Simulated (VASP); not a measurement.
A run of VASP 6.6.1:

File INCAR:

```
SYSTEM = ZnCu
PREC = Accurate ; ENCUT = 520
EDIFF = 1E-6 ; ISMEAR = -1
SIGMA = 0.05 ; LREAL = .False.
LASPH = .True. ; NELM = 100
ALGO = Normal ; ISIF = 2
LWAVE = .False. ; LCHARG = .False.
GGA = PS ; NBANDS = 18
```

The input KPOINTS:

```
regular mesh
0
Gamma
  9 9 9
  0 0 0
```

The input POSCAR:

```
ZnCu
1.0
    2.7669531977      0.0000000000      0.0000000000
    0.0000000000      2.7669531977      0.0000000000
    0.0000000000      0.0000000000      2.7669531977
Zn Cu
1 1
Direct
    0.5000000000      0.5000000000      0.5000000000
    0.0000000000      0.0000000000      0.0000000000
```

Potentials or basis: VASP PAW PBE potentials, release 64 (Zn, Cu).

Launch:

```sh
$ cat potpaw_PBE.64/Zn/POTCAR potpaw_PBE.64/Cu/POTCAR > POTCAR
$ mpirun -np 1 vasp_std > vasp.out
```

Hardware: 1 thread of Intel(R) Xeon(R) Platinum 8488C (Sapphire Rapids), on a shared host.

Estimate the wall time of this run.

It took 12 s on 1 thread of Intel(R) Xeon(R) Platinum 8488C (Sapphire Rapids) (shared host), peak memory 0.14 GiB. Counts: scf iterations 12, k points 35.
